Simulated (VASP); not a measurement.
Here is a VASP 6.6.1 calculation.

File INCAR:

```
PREC     = Accurate       # precision mode
ENCUT    = 520            # plane-wave cutoff, eV
EDIFF    = 1E-6           # SCF threshold, eV
ISMEAR   = 0              # smearing method
SIGMA    = 0.05           # smearing width, eV
LREAL    = F              # projectors in reciprocal space
LASPH    = T              # aspherical terms in the spheres
NELM     = 80             # most SCF steps
ALGO     = Normal         # electronic algorithm
ISIF     = 2              # what is computed and relaxed
LWAVE    = F              # write WAVECAR
LCHARG   = F              # write CHGCAR
GGA      = CA             # functional
NBANDS   = 26             # bands
```

Contents of KPOINTS:

```
regular mesh
0
Gamma
  8 6 4
```

The input POSCAR:

```
AlN
1.0
   -1.6378403119      2.8368226349      0.0000000000
    0.0000000000      0.0000000000      4.1006264518
    4.9135209358      2.8368226349      0.0000000000
Al N
4 4
Direct
    0.6362041974      0.7500000000      0.1615950948
    1.0000000000      0.7500000000      0.6666666667
    0.0000000000      0.2500000000      0.3333333333
    0.5000000000      0.2500000000      0.8333333333
    0.5000000000      0.2500000000      0.1666666667
    1.0000000000      0.2500000000      0.6666666667
    0.0000000000      0.7500000000      0.3333333333
    0.5000000000      0.7500000000      0.8333333333
```

Potentials or basis: VASP PAW LDA potentials, release 64 (Al, N).

Command:

```console
$ cat potpaw_LDA.64/Al/POTCAR potpaw_LDA.64/N/POTCAR > POTCAR
$ mpirun -np 1 vasp_std > vasp.out
```

Problem. Estimate the pressure.

Solution. 9.8 GPa.

Problem. Predict the band gap on the k mesh.

Solution. 3.30 eV.

Problem. Estimate the largest force.

Solution. 12.318 eV/Å.

Forces on the atoms (eV/Å):
```
Al    0.171 -12.317   0.000
Al   -0.447  -0.014   0.000
Al   -0.197   0.990   0.000
Al    0.199  -0.214   0.000
N    -0.644   0.839   0.000
N    -0.029   0.027   0.000
N     1.075  10.049   0.000
N    -0.129   0.640   0.000
```

Caveat: the cell differs from its parent crystal (atom 1 (Al) moved by -0.248 Å along [1 0 0] and +0.372 Å along [1 2 0]); the cell stands under pressure; forces of over 1 eV/Å act on the atoms, so gaps and moduli don't describe the material at rest. A k mesh can miss the band edges.
